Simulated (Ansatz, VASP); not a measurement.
One calculation of WO, two programs

```
CELL_PARAMETERS angstrom
0.00000 2.41288 2.41288
2.41288 0.00000 2.41288
2.41288 2.41288 0.00000
ATOMIC_POSITIONS crystal
W 0.00000 0.00000 0.00000
O 0.25000 0.25000 0.25000
```

Alike in both runs: task single point; functional PBE; k mesh 10 × 10 × 10; occupations gaussian, width 0.02 eV; collinear spin; Hubbard terms W d U = 6.2 eV.

|  | VASP | Ansatz |
| --- | --- | --- |
| version | VASP 6.6.1 | Ansatz 0.2.0 |
| potentials or method | VASP PAW PBE potentials, release 64 (W_sv, O), cutoff 520 eV | scalar-relativistic, plane waves, PAW |
| valence electrons in the cell | 20 | 20 |

Ansatz gave:

| Property | Result |
| --- | --- |
| gap on the k mesh at the Fermi level (eV) | 1.15 |
| least direct gap on the mesh (eV) | 1.45 |
| pressure (GPa) | 0.0 |
| net moment per atom (μB) | 1.00 |
| size of the moment on the site where the two differ most (μB) | 1.03 |

Problem. What did VASP give for the same quantities?

Solution. gap on the k mesh at the Fermi level (eV): 0.62; least direct gap on the mesh (eV): 1.09; pressure (GPa): 5.8; net moment per atom (μB): 1.00; size of the moment on the site where the two differ most (μB): 1.72.

Site moments also hang on the region over which each program counts them. The programs project onto different local orbitals, so the same U acts differently, and such runs can settle in different states.

Spin-orbit coupling is off throughout.
